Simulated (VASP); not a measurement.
Input of a VASP 6.6.1 run:

POSCAR

```
Ge
1.0
    2.6943602240      0.0000000000      0.0000000000
    0.0000000000      2.6943602240      0.0000000000
    0.0000000000      0.0000000000      2.6943602240
Ge
1
Direct
    0.0000000000      0.0000000000      0.0000000000
```

The input INCAR.step1:

```
PREC = Accurate
ENCUT = 520
EDIFF = 1E-5
ISMEAR = -1
SIGMA = 0.05
LREAL = False
LASPH = True
NELM = 100
ALGO = Normal
ISIF = 2
LWAVE = True
LCHARG = False
NBANDS = 13
GGA = PE
```

The input INCAR.step2:

```
PREC = Accurate
ENCUT = 520
EDIFF = 1E-6
ISMEAR = -1
SIGMA = 0.05
LREAL = False
LASPH = True
NELM = 100
ALGO = Normal
ISIF = 2
LWAVE = False
LCHARG = False
GGA = PE
LHFCALC = True
AEXX = 0.25
PRECFOCK = Normal
NBANDS = 13
ISTART = 1
```

Contents of KPOINTS:

```
regular mesh
0
Gamma
  5 5 5
```

Potentials or basis: VASP PAW PBE potentials, release 64 (Ge_d).

Command:

```sh
$ cat potpaw_PBE.64/Ge_d/POTCAR > POTCAR
$ cp INCAR.step1 INCAR
$ mpirun -np 1 vasp_std > vasp.out
$ cp INCAR.step2 INCAR
$ mpirun -np 1 vasp_std > vasp.out
```

Q: Predict the pressure.

A: 0.0 GPa.

Q: What does it give for the band gap on the k mesh?

A: Zero (bands 7 and 8 overlap by 9.90 eV).

Caveat: the k points lie up to 0.47 Å⁻¹ apart, too coarse for converged energies and pressures of a metal; the PAW data sets were made with another functional, which shifts forces and pressure a little.
